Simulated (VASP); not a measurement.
Write the native input for VASP 6.6.1 that does the following.

```yaml
Task: single point
Functional: LDA
Potentials_or_basis: VASP PAW LDA potentials, release 64 (Mo_sv)
Cutoff: 520 eV
k_mesh: 17 × 17 × 9
Occupations: fermi-dirac, width 0.05 eV
Spin: no spin polarisation
Dipole_correction: no
Further_INCAR_settings: ALGO = Normal; EDIFF = 1e-06; NBANDS = 21
```

The structure of Mo lies in POSCAR:

```
Mo
1.0
    2.5991586380      0.0000000000      0.0000000000
   -1.2995793190      2.2509374090      0.0000000000
    0.0000000000      0.0000000000      3.9832527851
Mo
2
Direct
    0.3333333333      0.6666666667      0.2500000000
    0.6666666667      0.3333333333      0.7500000000
```

The input as run:

INCAR

```
SYSTEM = Mo
PREC = Accurate ; ENCUT = 520
EDIFF = 1E-6 ; ISMEAR = -1
SIGMA = 0.05 ; LREAL = .False.
LASPH = .True. ; NELM = 80
ALGO = Normal ; ISIF = 2
LWAVE = .False. ; LCHARG = .False.
GGA = CA ; NBANDS = 21
```

KPOINTS

```
Automatic mesh
0
Gamma
  17 17 9
  0 0 0
```

Potentials or basis: VASP PAW LDA potentials, release 64 (Mo_sv).

The run is started by

```console
$ cat potpaw_LDA.64/Mo_sv/POTCAR > POTCAR
$ mpirun -np 1 vasp_std > vasp.out
```

Results of the run:

* Pressure: 122.8 GPa
* Band gap on the k mesh: zero (band 14 reaches 18.98 eV, above the bottom of band 15 at 15.99 eV)

Wall time 96 s on 1 thread of AMD EPYC 7R13 (shared host), peak memory 0.14 GiB.
